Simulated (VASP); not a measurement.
Here is a VASP 6.6.1 calculation.

INCAR

```
PREC     = Accurate       # precision mode
ENCUT    = 520            # plane-wave cutoff, eV
EDIFF    = 1E-7           # SCF threshold, eV
ISMEAR   = -1             # smearing method
SIGMA    = 0.2068         # smearing width, eV
LREAL    = Auto         
LASPH    = True           # aspherical terms in the spheres
NELM     = 80             # most SCF steps
ALGO     = Normal         # electronic algorithm
ISIF     = 2              # what is computed and relaxed
LWAVE    = False          # write WAVECAR
LCHARG   = True           # write CHGCAR
GGA      = PE             # functional
LELF     = True           # ELF
LVHAR    = True         
ISYM     = 0            
NBANDS   = 46             # bands
```

Contents of KPOINTS:

```
Automatic mesh
0
Gamma
  1 1 1
  0.25 0.25 0.25
```

The input POSCAR:

```
C
1.0
    5.4696720000     -0.0080320000      0.0476870000
   -0.0080320000      5.1910130000      0.0535580000
    0.0476870000      0.0535580000      5.3543890000
C
16
Direct
    0.6214434731      0.2869517962      0.6607216362
   -0.0965005647      0.7130929693      0.2624824213
    0.0633524521      0.1079229826      0.5735882792
    0.2801752484      0.1153966110      0.4338111914
    0.7976281829      0.8218167683      0.7558725454
    0.9011821788      0.9017913401      0.5069779549
    0.7903737909      0.4834868977      0.7074668751
    0.3740732238      0.5910553554      0.3539438071
    0.1393766836      0.3332957707      0.0309159251
    0.2790548992      0.1382417844      0.1468028855
    0.6083116737      0.0047433509      0.8270130162
    0.0123923007      0.2966897384      0.7729610119
    0.4356895897      0.3315529596      0.4646315307
    0.5450285198      0.7601763366      0.2088095767
    0.4767602050     -0.0218181823      1.0512678990
    0.1134964721      0.5678159813      0.2173804715
```

Potentials or basis: VASP PAW PBE potentials, release 64 (C).

The run is started by

```sh
$ cat potpaw_PBE.64/C/POTCAR > POTCAR
$ mpirun -np 1 vasp_std > vasp.out
```

Task: Estimate the band gap on the k mesh.

Result: 0.87 eV.

Task: Estimate the pressure.

Result: -21.1 GPa.

Task: Predict the largest force.

Result: 6.270 eV/Å.

Stress tensor (GPa, compression positive):
```
-14.41  13.71  -6.84
 13.71 -27.59  -1.51
 -6.84  -1.51 -21.19
```

Caveat: the k points lie up to 1.21 Å⁻¹ apart.
